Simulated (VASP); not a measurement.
Input of a VASP 6.6.1 run:

INCAR

```
  ALGO = Normal
  EDIFF = 1E-6
  ENCUT = 500
  GGA = CA
  GGA_COMPAT = F
  ISIF = 2
  ISMEAR = 0
  LASPH = T
  LCHARG = T
  LELF = T
  LREAL = F
  LVHAR = T
  LWAVE = F
  NBANDS = 22
  NELM = 120
  PREC = Accurate
  SIGMA = 0.1
```

Contents of KPOINTS:

```
k-points
0
Gamma
  3 3 1
```

The input POSCAR:

```
Rh
1.0
    2.7309790422      0.0000000000      0.0000000000
   -1.3654895211      2.3650972278      0.0000000000
    0.0000000000      0.0000000000      4.4284890000
Rh
2
Direct
    0.6666666667      0.3333333333      0.7500000000
    0.3333333333      0.6666666667      0.2500000000
```

Potentials or basis: VASP PAW LDA potentials, release 64 (Rh_pv).

Launch:

```sh
$ cat potpaw_LDA.64/Rh_pv/POTCAR > POTCAR
$ mpirun -np 1 vasp_std > vasp.out
```

Question: Estimate the pressure.

Answer: -9.2 GPa.

Question: Predict the band gap on the k mesh.

Answer: Zero (band 15 reaches 11.06 eV, above the bottom of band 16 at 11.03 eV).

Stress tensor (GPa, compression positive):
```
  8.17   0.00   0.00
  0.00   8.17   0.00
  0.00   0.00 -43.85
```

Caveat: the k points lie up to 1.42 Å⁻¹ apart.
